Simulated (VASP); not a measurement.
# GaAs (F-43m) in VASP: elastic constants with r2SCAN

Aim: the elastic constants of GaAs with r2SCAN.

All numbers are computed with VASP 6.6.1; they aren't measurements. Logs are shortened: lines on timing, memory, paths and dates and some standing lists are left out, and cuts for length are marked.

### 1 The cell of the first run

Symmetry: F-43m, No. 216, cubic system. Conventional cell: a = 5.652 Å, b = 5.652 Å, c = 5.652 Å, α = 90.00°, β = 90.00°, γ = 90.00°. Within 3.2 Å of Ga (site symmetry -43m) lie 4 As at 2.45 Å. Within 3.2 Å of As (site symmetry -43m) lie 4 Ga at 2.45 Å.

### 2 Elastic constants, r2SCAN

The input, INCAR:

```
PREC = Accurate
ENCUT = 600
EDIFF = 1E-8
ISMEAR = 0
SIGMA = 0.01
LREAL = False
LASPH = True
NELM = 100
ALGO = Normal
ISIF = 3
LWAVE = False
LCHARG = False
METAGGA = R2SCAN
LMIXTAU = True
NBANDS = 16
IBRION = 6
NFREE = 2
POTIM = 0.015
NSW = 1
```

The input, KPOINTS:

```
Automatic mesh
0
Gamma
  8 8 8
```

The input, POSCAR:

```
GaAs
1.0
    0.0000000000      2.8259000000      2.8259000000
    2.8259000000      0.0000000000      2.8259000000
    2.8259000000      2.8259000000      0.0000000000
Ga As
1 1
Direct
    0.0000000000      0.0000000000      0.0000000000
    0.2500000000      0.2500000000      0.2500000000
```

Potentials or basis: VASP PAW PBE potentials, release 64 (Ga_d, As).

Started as:

```
$ cat potpaw_PBE.64/Ga_d/POTCAR potpaw_PBE.64/As/POTCAR > POTCAR
$ mpirun -np 1 vasp_std > vasp.out
```

OUTCAR:

```text
PREC = Accurate
   ENCUT = 600
   EDIFF = 1E-8
   ISMEAR = 0
   LREAL = False
   LASPH = True
   NELM = 100
   ISIF = 3
   METAGGA = R2SCAN
   IBRION = 6
   NFREE = 2
   POTIM = 0.015
   NSW = 1

 ion  position               nearest neighbor table
   1  0.000  0.000  0.000-   2 2.45   2 2.45   2 2.45   2 2.45
   2  0.250  0.250  0.250-   1 2.45   1 2.45   1 2.45   1 2.45

  LATTYP: Found a face centered cubic cell.
 ALAT       =     5.6518000000

  Lattice vectors:

 A1 = (   0.0000000000,   2.8259000000,   2.8259000000)
 A2 = (   2.8259000000,   0.0000000000,   2.8259000000)
 A3 = (   2.8259000000,   2.8259000000,   0.0000000000)

Analysis of symmetry for initial positions (statically):
=====================================================================
 Subroutine PRICEL returns:
 Original cell was already a primitive cell.

 Routine SETGRP: Setting up the symmetry group for a
 face centered cubic supercell.

 Subroutine GETGRP returns: Found 24 space group operations
 (whereof 24 operations were pure point group operations)
 out of a pool of 48 trial point group operations.

The static configuration has the point symmetry T_d .

Analysis of symmetry for dynamics (positions and initial velocities):
=====================================================================
 Subroutine PRICEL returns:
 Original cell was already a primitive cell.

 Routine SETGRP: Setting up the symmetry group for a
 face centered cubic supercell.

 Subroutine GETGRP returns: Found 24 space group operations
 (whereof 24 operations were pure point group operations)
 out of a pool of 48 trial point group operations.

The dynamic configuration has the point symmetry T_d .

 Subroutine INISYM returns: Found 24 space group operations
 (whereof 24 operations are pure point group operations),
 and found     1 'primitive' translations

[... 339 lines left out ...]
 fundamental gap:      0.9570707305
 Fermi energy:         3.8067218066

 k-point     1 :       0.0000    0.0000    0.0000
  band No.  band energies     occupation
      1     -11.5523      2.00000
      2     -11.5508      2.00000
      3     -11.5489      2.00000
      4     -11.4605      2.00000
      5     -11.4604      2.00000
      6      -9.5290      2.00000
[... 433 lines left out ...]
      3     -11.5146      2.00000
      4     -11.4653      2.00000
      5     -11.4568      2.00000
      6      -7.3061      2.00000
[... 8 lines left out ...]
     15      16.0006      0.00000
     16      16.5740      0.00000

 [... further k-points ...]
[... 5 lines left out ...]
  --------------------------------------------------------------------------------------
  -------------------------------------------------------------------------------------
  Total        0.1835124      0.1858912      0.1858912      0.0000000      0.1094600      0.0000000
  in kB        6.5144195      6.5988606      6.5988606      0.0000000      3.8856674      0.0000000
  external PRESSURE =       6.5707136 kB  Pullay stress =       0.0000000 kB
[... 17 lines left out ...]
  FREE ENERGIE OF THE ION-ELECTRON SYSTEM (eV)
  ---------------------------------------------------
  free  energy   TOTEN  =       -27.0521591095 eV

  energy  without entropy=      -27.0521591095  energy(sigma->0) =      -27.05215911

 INTERNAL STRAIN TENSORS FROM STRAINED CELLS
 ============================================

 INTERNAL STRAIN TENSOR FOR ION    1 for displacements in x,y,z  (eV/Angst):
          X           Y           Z          XY          YZ          ZX
  --------------------------------------------------------------------------------
  x    -0.00000     0.00000     0.00000     0.00000     7.34124    -0.00000
  y    -0.00000     0.00000     0.00000     0.00000    -0.00000     7.34142
  z    -0.00000     0.00000    -0.00000     7.34070    -0.00000    -0.00000

 INTERNAL STRAIN TENSORS FROM DISPLACED ATOMS
 ============================================

 INTERNAL STRAIN TENSOR FOR ION    1 for displacements in x,y,z  (eV/Angst):
          X           Y           Z          XY          YZ          ZX
  --------------------------------------------------------------------------------
  x    -0.00000     0.00000     0.00000     0.00000     7.33625     0.00000
  y     0.00000    -0.00000     0.00000     0.00000     0.00000     7.33625
  z     0.00000     0.00000    -0.00000     7.33625     0.00000     0.00000

 INTERNAL STRAIN TENSOR FOR ION    2 for displacements in x,y,z  (eV/Angst):
          X           Y           Z          XY          YZ          ZX
  --------------------------------------------------------------------------------
  x    -0.00000     0.00000     0.00000     0.00000    -7.32045     0.00000
  y     0.00000    -0.00000     0.00000     0.00000     0.00000    -7.32045
  z     0.00000     0.00000    -0.00000    -7.32045     0.00000     0.00000

 Eigenvectors and eigenvalues of the dynamical matrix
 ----------------------------------------------------

   1 f  =    8.020019 THz    50.391263 2PiTHz  267.519027 cm-1    33.168117 meV
             X         Y         Z           dx          dy          dz
      0.000000  0.000000  0.000000     0.000000   -0.000000    0.714980
      1.412950  1.412950  1.412950    -0.000000   -0.000000   -0.699145
[... 21 lines left out ...]
   6 f/i=    0.054361 THz     0.341562 2PiTHz    1.813299 cm-1     0.224820 meV
             X         Y         Z           dx          dy          dz
      0.000000  0.000000  0.000000    -0.307249    0.572905    0.257256
      1.412950  1.412950  1.412950    -0.314208    0.585881    0.263083

--------------------------------------------------------------------------------------------------------

 ELASTIC MODULI CONTR FROM IONIC RELAXATION (kBar)
 Direction    XX          YY          ZZ          XY          YZ          ZX
 --------------------------------------------------------------------------------
 XX          -0.0000      0.0000     -0.0000     -0.0000     -0.0000      0.0000
 YY           0.0000     -0.0000      0.0000      0.0000      0.0000     -0.0000
 ZZ          -0.0000      0.0000     -0.0000     -0.0000     -0.0000     -0.0000
 XY          -0.0000      0.0000     -0.0000   -200.4720     -0.0000      0.0000
 YZ          -0.0000      0.0000     -0.0000     -0.0000   -200.4720      0.0000
 ZX           0.0000     -0.0000     -0.0000      0.0000      0.0000   -200.4720
 --------------------------------------------------------------------------------

 TOTAL ELASTIC MODULI (kBar)
 Direction    XX          YY          ZZ          XY          YZ          ZX
 --------------------------------------------------------------------------------
 XX        1196.6368    518.4205    518.4205     -0.0000     -0.0000     -0.0000
 YY         518.4205   1196.6368    518.4205      0.0000      0.0000     -0.0000
 ZZ         518.4205    518.4205   1196.6368     -0.0000      0.0000     -0.0000
 XY          -0.0000      0.0000     -0.0000    599.0285     -0.0000      0.0000
 YZ          -0.0000      0.0000      0.0000     -0.0000    599.0285      0.0000
 ZX          -0.0000     -0.0000     -0.0000      0.0000      0.0000    599.0285
 --------------------------------------------------------------------------------
```

stdout:

```text
POSCAR found type information on POSCAR GaAs
 POSCAR found :  2 types and       2 ions
 scaLAPACK will be used
 -----------------------------------------------------------------------------
|                                                                             |
|                                                                             |
|     You enforced a specific xc type in the INCAR file but a different       |
|     I HOPE YOU KNOW WHAT YOU ARE DOING!                                     |
|                                                                             |
[... 33 lines left out ...]
 Finite differences progress:
 bond charge predicted
 Finite differences progress:
 bond charge predicted
 Finite differences progress:
 bond charge predicted
 Finite differences progress:
 bond charge predicted
 Finite differences progress:
 bond charge predicted
 Finite differences progress:
```

Wall time 1.9 h (1 thread of Oxide Virtual Turin-like, shared host); peak memory 0.35 GiB.

Results:

* Elastic constants C11, C12, C44: 120, 52, 60 GPa
* Voigt bulk modulus: 74 GPa
* Highest phonon frequency at Γ, LO-TO splitting left out: 268 cm⁻¹

Phonon frequencies in cm⁻¹ (negative: imaginary):
```csv
q point,frequencies
"(0.000, 0.000, 0.000)",-2 -2 -2 268 268 268
```

Elastic tensor in Voigt notation (GPa, in the Cartesian axes of the cell as first typed):
```
120  52  52   0   0   0
 52 120  52   0   0   0
 52  52 120   0   0   0
  0   0   0  60   0   0
  0   0   0   0  60   0
  0   0   0   0   0  60
```

Clamped-ion elastic tensor (GPa):
```
120  52  52   0   0   0
 52 120  52   0   0   0
 52  52 120   0   0   0
  0   0   0  80   0   0
  0   0   0   0  80   0
  0   0   0   0   0  80
```

Caveat: the PAW data sets were made with another functional, which shifts forces and pressure a little.
